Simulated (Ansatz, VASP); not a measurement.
# Si2W: VASP beside Ansatz

Contents of INCAR:

```
SYSTEM = Si2W
ALGO = Normal
EDIFF = 1E-6
EDIFFG = -0.005
ENCUT = 600
GGA = PE
IBRION = 2
ISIF = 3
ISMEAR = -1
LASPH = .TRUE.
LCHARG = .FALSE.
LREAL = .FALSE.
LWAVE = .FALSE.
NELM = 60
NSW = 60
PREC = Accurate
SIGMA = 0.1
```

KPOINTS

```
k-points
0
G
  15 15 15
  0 0 0
```

Contents of POSCAR:

```
Si2W
1.0
   -1.5592157582      1.5592157582      3.8200786076
    1.5592157582     -1.5592157582      3.8200786076
    1.5592157582      1.5592157582     -3.8200786076
W Si
1 2
Direct
    0.0000000000      0.0000000000      0.0000000000
    0.3350000000      0.3350000000      0.0000000000
   -0.3350000000     -0.3350000000      0.0000000000
```

Input for Ansatz:

```yaml
crystal:
  lattice:
    - [-1.5592157582, 1.5592157582, 3.8200786076]
    - [1.5592157582, -1.5592157582, 3.8200786076]
    - [1.5592157582, 1.5592157582, -3.8200786076]
  atoms:
    - { symbol: W, position: [0.0, 0.0, 0.0] }
    - { symbol: Si, position: [0.335, 0.335, 0.0] }
    - { symbol: Si, position: [-0.335, -0.335, 0.0] }
kpoints:
  mp_grid: { grid: [15, 15, 15] }
scf:
  occupations: { method: fermi_dirac, width: 0.1 }
hamiltonian:
  xc: pbe
  pseudopotentials: { kind: paw }
output:
  forces: true
  stress: true
relax:
  f_tol: 0.005
  max_steps: 40
  cell: {}
```

Alike in both runs: task relaxation of cell and atoms; functional PBE; k mesh 15 × 15 × 15; occupations fermi-dirac, width 0.1 eV; no spin polarisation.

|  | VASP | Ansatz |
| --- | --- | --- |
| version | VASP 6.6.1 | Ansatz 0.2.0 |
| potentials or method | VASP PAW PBE potentials, release 64 (W_sv, Si) | PAW with Ansatz's default frozen-core files, scalar-relativistic |
| plane-wave cutoff (eV) | 600 | 420 |
| valence electrons in the cell | 22 | 22 |

|  | VASP | Ansatz | Ansatz less VASP |
| --- | --- | --- | --- |
| relaxed volume (Å³/atom) | 13.68 | 13.67 | -0.008 |
| relaxed cell length with the largest relative difference (Å) | 4.550 | 4.549 | -0.0004 |

Neither program's run includes spin-orbit coupling.
